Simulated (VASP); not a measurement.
Here is a VASP 6.6.1 calculation.

The input INCAR:

```
SYSTEM = NaF
ALGO     = Normal         ! electronic algorithm
EDIFF    = 1E-6           ! SCF threshold, eV
ENCUT    = 520            ! plane-wave cutoff, eV
GGA      = PS             ! functional
ISIF     = 2              ! what is computed and relaxed
ISMEAR   = 0              ! smearing method
LASPH    = .True.         ! aspherical terms in the spheres
LCHARG   = .False.        ! write CHGCAR
LREAL    = .False.        ! projectors in reciprocal space
LWAVE    = .False.        ! write WAVECAR
NBANDS   = 14             ! bands
NELM     = 100            ! most SCF steps
PREC     = Accurate       ! precision mode
SIGMA    = 0.05           ! smearing width, eV
```

The input KPOINTS:

```
k-points
0
Gamma
  8 8 8
  0 0 0
```

POSCAR

```
NaF
1.0
    0.0000000000      2.3233000000      2.3116835000
    2.3233000000      0.0000000000      2.3116835000
    2.3233000000      2.3233000000      0.0000000000
Na F
1 1
Direct
    0.0000000000      0.0000000000      0.0000000000
    0.5000000000      0.5000000000      0.5000000000
```

Potentials or basis: VASP PAW PBE potentials, release 64 (Na_pv, F).

Run with:

```console
$ cat potpaw_PBE.64/Na_pv/POTCAR potpaw_PBE.64/F/POTCAR > POTCAR
$ mpirun -np 1 vasp_std > vasp.out
```

(1) What does it give for the pressure?

(2) What does it give for the band gap on the k mesh?

Results:

(1) -0.4 GPa.

(2) 6.14 eV.

Caveat: the cell differs from its parent crystal (strain -0.0050 x Voigt [0, 0, 1, 0, 0, 0]); the PAW data sets were made with another functional, which shifts forces and pressure a little.
